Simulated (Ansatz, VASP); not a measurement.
S: VASP beside Ansatz

```
CELL_PARAMETERS angstrom
2.35726 0.00000 0.00000
0.00000 2.35726 0.00000
0.00000 0.00000 2.35726
ATOMIC_POSITIONS crystal
S 0.00000 0.00000 0.00000
```

Change from the starting cell: volume scaled by 0.8, LAPW.

Alike in both runs: task single point; functional PBEsol; k mesh 16 × 16 × 16; occupations fermi-dirac, width 0.05 eV; no spin polarisation.

|  | VASP | Ansatz |
| --- | --- | --- |
| version | VASP 6.6.1 | Ansatz 0.2.0 |
| potentials or method | VASP PAW PBE potentials, release 64 (S), cutoff 520 eV | all-electron LAPW, scalar-relativistic |

|  | VASP | Ansatz | Ansatz less VASP |
| --- | --- | --- | --- |
| pressure (GPa) | 33.7 | 33.5 | -0.16 |

VASP's potentials were made for PBE, not for PBEsol. Both programs put the cell under a high pressure, so it lies far from rest at this level. Ansatz ran all-electron here, and VASP with PAW potentials.
